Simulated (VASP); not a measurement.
WO5H4 (W(O)(OH)4): single point with PBE

The system is WO5H4 (W(O)(OH)4), in a box.

```
CELL_PARAMETERS angstrom
12.69000 0.00000 0.00000
0.00000 13.10000 0.00000
0.00000 0.00000 13.30000
ATOMIC_POSITIONS crystal
W 0.46064 0.49351 0.53331
O 0.44546 0.47406 0.66150
O 0.45815 0.48368 0.38918
O 0.61007 0.48965 0.53392
O 0.40023 0.62582 0.53012
O 0.37563 0.37193 0.51622
H 0.43043 0.43863 0.33835
H 0.64553 0.48334 0.59812
H 0.38008 0.65637 0.59360
H 0.35461 0.34351 0.58049
```

```yaml
Program: VASP 6.6.1
Task: single point
Functional: PBE
Potentials_or_basis: VASP PAW PBE potentials, release 64 (W_sv, O, H)
Cutoff: 520 eV
k_mesh: 1 × 1 × 1
Occupations: gaussian, width 0.01 eV
Spin: no spin polarisation
Dipole_correction: no
Further_INCAR_settings: ALGO = Normal; EDIFF = 1e-07; NBANDS = 35
```

The largest force is 0.714 eV/Å and the gap between the frontier levels is 4.77 eV.

Forces in eV/Å, atoms in the order of the input:
```
W    0.016  0.002 -0.065
O   -0.068 -0.088  0.705
O    0.157  0.245 -0.123
O    0.154  0.018 -0.351
O   -0.023  0.132 -0.348
O   -0.069 -0.111 -0.358
H   -0.107 -0.164 -0.114
H    0.024 -0.013  0.204
H   -0.040  0.039  0.200
H   -0.045 -0.060  0.251
```

Levels at points of the mesh, in eV from the valence-band top:
```
           k point  band 22  band 23  band 24  band 25  band 26  band 27
(0.00, 0.00, 0.00)    -0.35    -0.03     0.00     4.77     4.81     5.38
```

Run time: 4.7 min on 1 thread of Intel(R) Xeon(R) Platinum 8375C CPU @ 2.90GHz (Ice Lake), with other jobs on the host, peak memory 1.5 GiB.

Caveat: spin-orbit coupling is left out, which moves the levels of the heavy elements.
